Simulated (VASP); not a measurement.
# TiH5 (P6/mmm) in VASP: a series of runs

The runs below take TiH5 through single point, relaxation of cell and atoms, with PBE.

All numbers are computed with VASP 6.6.1; they aren't measurements. Logs are shortened: lines on timing, memory, paths and dates and some standing lists are left out, and cuts for length are marked.

## (1) The cell of the first run

Symmetry: P6/mmm, No. 191, hexagonal system. The conventional cell has a = 3.012 Å, b = 3.012 Å, c = 3.894 Å, α = 90.00°, β = 90.00°, γ = 120.00°. Within 2.6 Å of Ti (site symmetry 6/mmm) lie 14 H at 1.95 to 1.96 Å. H (site symmetry 3m) has 8 H at 1.74 to 2.08 Å and 3 Ti at 1.96 Å within 2.3 Å. H (site symmetry 6/mmm) has 2 Ti at 1.95 Å and 12 H at 2.03 Å within 2.6 Å.

## (2) Single point, PBE

INCAR reads:

```
ALGO = Normal ; EDIFF = 1E-7
ENCUT = 520 ; GGA = PE
ISIF = 2 ; ISMEAR = 0
LASPH = True ; LCHARG = True
LELF = True ; LREAL = False
LVHAR = True ; LWAVE = False
NBANDS = 18 ; NELM = 80
PREC = Accurate ; SIGMA = 0.1
```

KPOINTS reads:

```
k-points
0
Gamma
  6 6 4
```

POSCAR reads:

```
TiH5
1.0
    3.0117708331      0.0000000000      0.0000000000
   -1.5058854166      2.6082700519      0.0000000000
    0.0000000000      0.0000000000      3.8941918410
Ti H
1 5
Direct
    0.0000000000      0.0000000000      0.0000000000
    0.3333333333      0.6666666667      0.7665453696
    0.6666666667      0.3333333333      0.7665453696
    0.6666666667      0.3333333333      0.2334546304
    0.3333333333      0.6666666667      0.2334546304
    0.0000000000      0.0000000000      0.5000000000
```

Potentials or basis: VASP PAW PBE potentials, release 64 (Ti_sv, H).

Command:

```bash
$ cat potpaw_PBE.64/Ti_sv/POTCAR potpaw_PBE.64/H/POTCAR > POTCAR
$ mpirun -np 1 vasp_std > vasp.out
```

OUTCAR:

```text
EDIFF = 1E-7
   ENCUT = 520
   GGA = PE
   ISIF = 2
   ISMEAR = 0
   LASPH = True
   LREAL = False
   NELM = 80
   PREC = Accurate

 ion  position               nearest neighbor table
   1  0.000  0.000  0.000-
   2  0.333  0.667  0.767-
   3  0.667  0.333  0.767-
   4  0.667  0.333  0.233-
   5  0.333  0.667  0.233-
   6  0.000  0.000  0.500-

  LATTYP: Found a hexagonal cell.
 ALAT       =     3.0117708331
 C/A-ratio  =     1.2929907542

  Lattice vectors:

 A1 = (   3.0117708331,   0.0000000000,   0.0000000000)
 A2 = (  -1.5058854166,   2.6082700519,   0.0000000000)
 A3 = (   0.0000000000,   0.0000000000,   3.8941918410)

Analysis of symmetry for initial positions (statically):
=====================================================================
 Subroutine PRICEL returns:
 Original cell was already a primitive cell.

 Routine SETGRP: Setting up the symmetry group for a
 hexagonal supercell.

 Subroutine GETGRP returns: Found 24 space group operations
 (whereof 24 operations were pure point group operations)
 out of a pool of 24 trial point group operations.

The static configuration has the point symmetry D_6h.

Analysis of symmetry for dynamics (positions and initial velocities):
=====================================================================
 Subroutine PRICEL returns:
 Original cell was already a primitive cell.

 Routine SETGRP: Setting up the symmetry group for a
 hexagonal supercell.

 Subroutine GETGRP returns: Found 24 space group operations
 (whereof 24 operations were pure point group operations)
 out of a pool of 24 trial point group operations.

The dynamic configuration has the point symmetry D_6h.

 Subroutine INISYM returns: Found 24 space group operations
 (whereof 24 operations are pure point group operations),
 and found     1 'primitive' translations

----------------------------------------------------------------------------------------

                                     Primitive cell

  volume of cell :      30.5909

  direct lattice vectors                    reciprocal lattice vectors
     3.011770833  0.000000000  0.000000000     0.332030575  0.191697942  0.000000000
    -1.505885417  2.608270052  0.000000000     0.000000000  0.383395883  0.000000000
     0.000000000  0.000000000  3.894191841     0.000000000  0.000000000  0.256792690

  length of vectors
     3.011770833  3.011770833  3.894191841     0.383395883  0.383395883  0.256792690

  position of ions in fractional coordinates (direct lattice)
     0.000000000  0.000000000  0.000000000
     0.333333333  0.666666667  0.766545370
     0.666666667  0.333333333  0.766545370
     0.666666667  0.333333333  0.233454630
     0.333333333  0.666666667  0.233454630
     0.000000000  0.000000000  0.500000000

  ion indices of the primitive-cell ions
   primitive index   ion index
                 1           1
                 2           2
                 3           3
                 4           4
                 5           5
                 6           6

----------------------------------------------------------------------------------------

 KPOINTS: k-points

Automatic generation of k-mesh.
 Grid dimensions read from file:
 generate k-points for:    6    6    4

 Generating k-lattice:

  Cartesian coordinates                     Fractional coordinates (reciprocal lattice)
     0.055338429  0.031949657  0.000000000     0.166666667  0.000000000  0.000000000
     0.000000000  0.063899314  0.000000000     0.000000000  0.166666667  0.000000000
     0.000000000  0.000000000  0.064198173     0.000000000  0.000000000  0.250000000

  Length of vectors
     0.063899314  0.063899314  0.064198173

  Shift w.r.t. Gamma in fractional coordinates (k-lattice)
     0.000000000  0.000000000  0.000000000

 Subroutine IBZKPT returns following result:
 ===========================================

 Found     21 irreducible k-points:

 Following reciprocal coordinates:
            Coordinates               Weight
  0.000000  0.000000  0.000000      1.000000
  0.166667  0.000000  0.000000      6.000000
  0.333333  0.000000  0.000000      6.000000
  0.500000  0.000000  0.000000      3.000000
  0.166667  0.166667  0.000000      6.000000
  0.333333  0.166667  0.000000     12.000000
[... 13 lines left out ...]
  0.333333  0.166667  0.500000     12.000000
  0.333333  0.333333  0.500000      2.000000
   k-points           NKPTS =     21   k-points in BZ     NKDIM =     21   number of bands    NBANDS=     18
   number of dos      NEDOS =    301   number of ions     NIONS =      6
   total plane-waves  NPLWV =  17280
   dimension x,y,z NGX =    24 NGY =   24 NGZ =   30
   dimension x,y,z NGXF=    48 NGYF=   48 NGZF=   60
   ions per type =               1   5
   NGX,Y,Z   is equivalent  to a cutoff of  13.25, 13.25, 12.81 a.u.
   NGXF,Y,Z  is equivalent  to a cutoff of  26.50, 26.50, 25.61 a.u.
 SYSTEM =  unknown system
   PREC   = accura    normal or accurate (medium, high low for compatibility)
   ISTART =      0    job   : 0-new  1-cont  2-samecut
   ICHARG =      2    charge: 1-file 2-atom 10-const
   ISPIN  =      1    spin polarized calculation?
   LNONCOLLINEAR =      F non collinear calculations
   LSORBIT =      F    spin-orbit coupling
   LASPH  =      T    aspherical Exc in radial PAW
   ENCUT  =  520.0 eV  38.22 Ry    6.18 a.u.   5.60  5.60  7.24*2*pi/ulx,y,z
   NELM   =     80;   NELMIN=  2; NELMDL= -5     # of ELM steps
   EDIFF  = 0.1E-06   stopping-criterion for ELM
   LREAL  =      F    real-space projection
   EDIFFG = 0.1E-05   stopping-criterion for IOM
   NSW    =      0    number of steps for IOM
   IBRION =     -1    ionic relax: 0-MD 1-quasi-New 2-CG
   NFREE  =      0    steps in history (QN), initial steepest desc. (CG)
   ISIF   =      2    stress and relaxation
   ISYM   =      2    0-nonsym 1-usesym 2-fastsym
   POTIM  = 0.5000    time-step for ionic-motion
   TEBEG  =    0.0;   TEEND  =   0.0 temperature during run
   PSTRESS=    0.0 pullay stress
   NELECT =      17.0000    total number of electrons
   NUPDOWN=      -1.0000    fix difference up-down
   EMIN   =  10.00;   EMAX   =-10.00  energy-range for DOS
   EFERMI =   0.00;   METHOD = LEGACY
   ISMEAR =     0;   SIGMA  =   0.10  broadening in eV -4-tet -1-fermi 0-gaus
   EFERMI_NEDOS =   21; number of points for ismear=-14 and -15
   IALGO  =     38    algorithm
   IMIX   =      4    mixing-type and parameters
     AMIX     =   0.40;   BMIX     =  1.00
     AMIX_MAG =   1.60;   BMIX_MAG =  1.00
  volume/ion in A,a.u.               =       5.10        34.41
  Fermi-wavevector in a.u.,A,eV,Ry     =   1.345945  2.543467 24.647865  1.811567
  Thomas-Fermi vector in A             =   2.473817
   LORBIT       =      0    0 simple, 1 ext, 2 COOP (PROOUT), +10 PAW based schemes
   GGA     = PE    functional components
   LHFCALC =     F    Hartree Fock is set to
   AEXX    =    0.0000 exact exchange contribution
   IVDW    =     0    specifies the selected vdW correction
   LEPSILON=     F    determine dielectric tensor
   LRPA    =     F    only Hartree local field effects (RPA)
 non-spin polarized calculation
 Gauss-broadening in eV      SIGMA  =   0.10
  energy-cutoff  :      520.00
  volume of cell :       30.59
 maximum number of plane-waves:       855
 NGX is ok and might be reduce to    24
   NGX = 11   NGY = 11   NGZ = 15

 number of electron      17.0000002 magnetization

 Free energy of the ion-electron system (eV)
  ---------------------------------------------------
  ext. energy  EPLUGINS =         0.00000000
  ---------------------------------------------------
  free energy    TOTEN  =       -24.56167946 eV

  energy without entropy =      -24.55578645  energy(sigma->0) =      -24.55873296

 E-fermi :   5.8446     XC(G=0): -11.3205

 val. band max:        5.8297882420   @ k =   0.1667   0.0000   0.5000
 cond. band min:       6.1728024757   @ k =   0.1667   0.0000   0.0000
 fundamental gap:      0.3430142337
 Fermi energy:         5.8445596823

 k-point     1 :       0.0000    0.0000    0.0000
  band No.  band energies     occupation
      1     -51.3977      2.00000
      2     -27.6090      2.00000
      3     -27.5044      2.00000
      4     -27.5044      2.00000
      5      -6.1595      2.00000
      6       1.2403      2.00000
[... 10 lines left out ...]
     17      20.5298      0.00000
     18      21.8751      0.00000

 k-point     2 :       0.1667    0.0000    0.0000
  band No.  band energies     occupation
      1     -51.3822      2.00000
      2     -27.6208      2.00000
      3     -27.5886      2.00000
      4     -27.5285      2.00000
      5      -5.5067      2.00000
      6       1.1497      2.00000
[... 10 lines left out ...]
     17      19.8247      0.00000
     18      23.5176      0.00000

 k-point     3 :       0.3333    0.0000    0.0000
  band No.  band energies     occupation
      1     -51.3510      2.00000
      2     -27.8475      2.00000
      3     -27.5763      2.00000
      4     -27.5477      2.00000
      5      -3.7450      2.00000
      6       0.9169      2.00000
[... 10 lines left out ...]
     17      20.1316      0.00000
     18      20.6782      0.00000

 k-point     4 :       0.5000    0.0000    0.0000
  band No.  band energies     occupation
      1     -51.3353      2.00000
      2     -27.9580      2.00000
      3     -27.6001      2.00000
      4     -27.5271      2.00000
      5      -1.4206      2.00000
      6      -1.3828      2.00000
[... 312 lines left out ...]
      4     -27.5861      2.00000
      5      -2.4040      2.00000
      6      -2.2200      2.00000
[... 10 lines left out ...]
     17      21.4088      0.00000
     18      21.4921      0.00000

 k-point    20 :       0.3333    0.1667    0.5000
  band No.  band energies     occupation
      1     -51.3341      2.00000
      2     -27.8955      2.00000
      3     -27.6603      2.00000
      4     -27.5556      2.00000
      5      -0.8503      2.00000
      6      -0.6623      2.00000
[... 10 lines left out ...]
     17      21.1276      0.00000
     18      21.5078      0.00000

 k-point    21 :       0.3333    0.3333    0.5000
  band No.  band energies     occupation
      1     -51.3263      2.00000
      2     -27.8125      2.00000
      3     -27.8125      2.00000
      4     -27.5445      2.00000
      5       0.2558      2.00000
      6       0.2558      2.00000
[... 10 lines left out ...]
     17      21.1748      0.00000
     18      21.9208      0.00000

------------------------ aborting loop because EDIFF is reached ----------------------------------------

  FORCE on cell =-STRESS in cart. coord.  units (eV):
  Direction    XX          YY          ZZ          XY          YZ          ZX
  --------------------------------------------------------------------------------------
  -------------------------------------------------------------------------------------
  Total       -0.0716812     -0.0716812     -0.0611740      0.0000000      0.0000000     -0.0000000
  in kB       -3.7542589     -3.7542589     -3.2039487      0.0000000      0.0000000     -0.0000000
  external PRESSURE =      -3.5708222 kB  Pullay stress =       0.0000000 kB

 VOLUME and BASIS-vectors are now :
 -----------------------------------------------------------------------------
  energy-cutoff  :      520.00
  volume of cell :       30.59
      direct lattice vectors                 reciprocal lattice vectors
     3.011770833  0.000000000  0.000000000     0.332030575  0.191697942  0.000000000
    -1.505885417  2.608270052  0.000000000     0.000000000  0.383395883  0.000000000
     0.000000000  0.000000000  3.894191841     0.000000000  0.000000000  0.256792690

 POSITION                                       TOTAL-FORCE (eV/Angst)
 -----------------------------------------------------------------------------------
      0.00000      0.00000      0.00000         0.000000     -0.000000      0.000000
     -0.00000      1.73885      2.98507        -0.000000      0.000000     -0.004535
      1.50589      0.86942      2.98507         0.000000      0.000000     -0.004535
      1.50589      0.86942      0.90912         0.000000     -0.000000      0.004535
     -0.00000      1.73885      0.90912         0.000000      0.000000      0.004535
      0.00000      0.00000      1.94710         0.000000     -0.000000      0.000000
 -----------------------------------------------------------------------------------
    total drift:                                0.000000      0.000000      0.000000

  FREE ENERGIE OF THE ION-ELECTRON SYSTEM (eV)
  ---------------------------------------------------
  free  energy   TOTEN  =       -24.5616794617 eV

  energy  without entropy=      -24.5557864495  energy(sigma->0) =      -24.55873296
```

Run time: 5.7 s. Hardware: 1 thread of Intel Xeon 6975P-C (Granite Rapids), shared host; peak memory 0.14 GiB.

What came out:

| Property | Result |
| --- | --- |
| Free energy | -24.5617 eV |
| Pressure | -0.4 GPa |
| Largest force | 0.005 eV/Å |

Forces in eV/Å, atoms in the order of the input:
```
Ti   0.000  0.000  0.000
H    0.000  0.000 -0.005
H    0.000  0.000 -0.005
H    0.000  0.000  0.005
H    0.000  0.000  0.005
H    0.000  0.000  0.000
```

Caveat: the k points lie up to 0.40 Å⁻¹ apart.

## (3) Single point, PBE

This run uses another cell than the first one, of 8.29 Å³/atom, 1.627 times its volume.

INCAR reads:

```
SYSTEM = TiH5
  PREC = Accurate
  ENCUT = 520
  EDIFF = 1E-6
  ISMEAR = 0
  SIGMA = 0.1
  LREAL = .FALSE.
  LASPH = .TRUE.
  NELM = 60
  ALGO = Normal
  ISIF = 2
  LWAVE = .FALSE.
  LCHARG = .TRUE.
  GGA = PE
  LELF = .TRUE.
  LVHAR = .TRUE.
  NBANDS = 18
```

KPOINTS reads:

```
regular mesh
0
G
  6 6 4
  0 0 0
```

POSCAR reads:

```
TiH5
1.0
    3.5948005000      0.0000000000      0.0000000000
   -1.7974002500      3.1131885600      0.0000000000
    0.0000000000      0.0000000000      4.4471743200
Ti H
1 5
Direct
    0.0000000000      0.0000000000      0.0000000000
    0.3333333300      0.6666666700      0.6476237400
    0.6666666700      0.3333333300      0.6476237400
    0.6666666700      0.3333333300      0.3523762600
    0.3333333300      0.6666666700      0.3523762600
    0.0000000000      0.0000000000      0.5000000000
```

Potentials or basis: VASP PAW PBE potentials, release 64 (Ti_sv, H).

Command:

```bash
$ cat potpaw_PBE.64/Ti_sv/POTCAR potpaw_PBE.64/H/POTCAR > POTCAR
$ mpirun -np 1 vasp_std > vasp.out
```

OUTCAR:

```text
SYSTEM = TiH5
   PREC = Accurate
   ENCUT = 520
   EDIFF = 1E-6
   ISMEAR = 0
   LREAL = .FALSE.
   LASPH = .TRUE.
   NELM = 60
   ISIF = 2
   GGA = PE

 ion  position               nearest neighbor table
   1  0.000  0.000  0.000-
   2  0.333  0.667  0.648-
   3  0.667  0.333  0.648-
   4  0.667  0.333  0.352-
   5  0.333  0.667  0.352-
   6  0.000  0.000  0.500-

  LATTYP: Found a hexagonal cell.
 ALAT       =     3.5948005000
 C/A-ratio  =     1.2371129691

  Lattice vectors:

 A1 = (   3.5948005000,   0.0000000000,   0.0000000000)
 A2 = (  -1.7974002500,   3.1131885600,   0.0000000000)
 A3 = (   0.0000000000,   0.0000000000,   4.4471743200)

Analysis of symmetry for initial positions (statically):
=====================================================================
 Subroutine PRICEL returns:
 Original cell was already a primitive cell.

 Routine SETGRP: Setting up the symmetry group for a
 hexagonal supercell.
[... 171 lines left out ...]

 E-fermi :   2.0986     XC(G=0):  -9.4804

 val. band max:        2.0934521360   @ k =   0.0000   0.0000   0.0000
 cond. band min:       2.1718758504   @ k =   0.0000   0.0000   0.5000
 fundamental gap:      0.0784237144
 Fermi energy:         2.0986118856

 k-point     1 :       0.0000    0.0000    0.0000
  band No.  band energies     occupation
      1     -56.0794      2.00000
      2     -32.2532      2.00000
      3     -32.2399      2.00000
      4     -32.2399      2.00000
      5      -6.8696      2.00000
      6       0.1519      2.00000
[... 418 lines left out ...]
      5      -2.5549      2.00000
      6      -2.5549      2.00000
[... 10 lines left out ...]
     17      12.7477      0.00000
     18      13.8498      0.00000

------------------------ aborting loop because EDIFF is reached ----------------------------------------

  FORCE on cell =-STRESS in cart. coord.  units (eV):
  Direction    XX          YY          ZZ          XY          YZ          ZX
  --------------------------------------------------------------------------------------
  -------------------------------------------------------------------------------------
  Total       -5.5524674     -5.5524675    -13.3208859      0.0000000      0.0000000      0.0000000
  in kB     -178.7443117   -178.7443123   -428.8242321      0.0000000      0.0000000      0.0000000
  external PRESSURE =    -262.1042854 kB  Pullay stress =       0.0000000 kB

 VOLUME and BASIS-vectors are now :
 -----------------------------------------------------------------------------
  energy-cutoff  :      520.00
  volume of cell :       49.77
      direct lattice vectors                 reciprocal lattice vectors
     3.594800500  0.000000000  0.000000000     0.278179554  0.160607040  0.000000000
    -1.797400250  3.113188560  0.000000000     0.000000000  0.321214080  0.000000000
     0.000000000  0.000000000  4.447174320     0.000000000  0.000000000  0.224861885

 POSITION                                       TOTAL-FORCE (eV/Angst)
 -----------------------------------------------------------------------------------
      0.00000      0.00000      0.00000         0.000000      0.000000      0.000000
     -0.00000      2.07546      2.88010        -0.000000      0.000000      0.045053
      1.79740      1.03773      2.88010         0.000000      0.000000      0.045053
      1.79740      1.03773      1.56708         0.000000      0.000000     -0.045053
     -0.00000      2.07546      1.56708        -0.000000      0.000000     -0.045053
      0.00000      0.00000      2.22359         0.000000      0.000000      0.000000
 -----------------------------------------------------------------------------------
    total drift:                               -0.000000     -0.000000     -0.000000

  FREE ENERGIE OF THE ION-ELECTRON SYSTEM (eV)
  ---------------------------------------------------
  free  energy   TOTEN  =       -20.3102895634 eV

  energy  without entropy=      -20.3011240671  energy(sigma->0) =      -20.30570682
```

OSZICAR:

```text
N       E                     dE             d eps       ncg     rms          rms(c)
DAV:   1     0.104405773952E+03    0.10441E+03   -0.77158E+03   756   0.909E+02
DAV:   2    -0.183137149009E+02   -0.12272E+03   -0.11701E+03   814   0.254E+02
DAV:   3    -0.258385898694E+02   -0.75249E+01   -0.74040E+01  1104   0.638E+01
DAV:   4    -0.260027569818E+02   -0.16417E+00   -0.16383E+00   882   0.850E+00
[... 10 lines left out ...]
DAV:  15    -0.203103383721E+02    0.95920E-04   -0.27293E-04   842   0.148E-01    0.689E-02
DAV:  16    -0.203103234610E+02    0.14911E-04   -0.19717E-05   932   0.277E-02    0.553E-02
DAV:  17    -0.203102922839E+02    0.31177E-04   -0.49926E-05  1050   0.627E-02    0.142E-02
DAV:  18    -0.203102897154E+02    0.25685E-05   -0.46995E-06   958   0.154E-02    0.675E-03
DAV:  19    -0.203102895634E+02    0.15197E-06   -0.11318E-07   410   0.257E-03
   1 F= -.20310290E+02 E0= -.20305707E+02  d E =-.916550E-02
```

Wall time 12 s (1 thread of Intel Xeon 6975P-C (Granite Rapids), shared host); peak memory 0.17 GiB.

What came out:

```
Free energy   : -20.3103 eV
Pressure      : -26.2 GPa
Largest force : 0.045 eV/Å
```

Forces on the atoms (eV/Å):
```
Ti   0.000  0.000  0.000
H    0.000  0.000  0.045
H    0.000  0.000  0.045
H    0.000  0.000 -0.045
H    0.000  0.000 -0.045
H    0.000  0.000  0.000
```

(Part 1 of 3 ends here.)
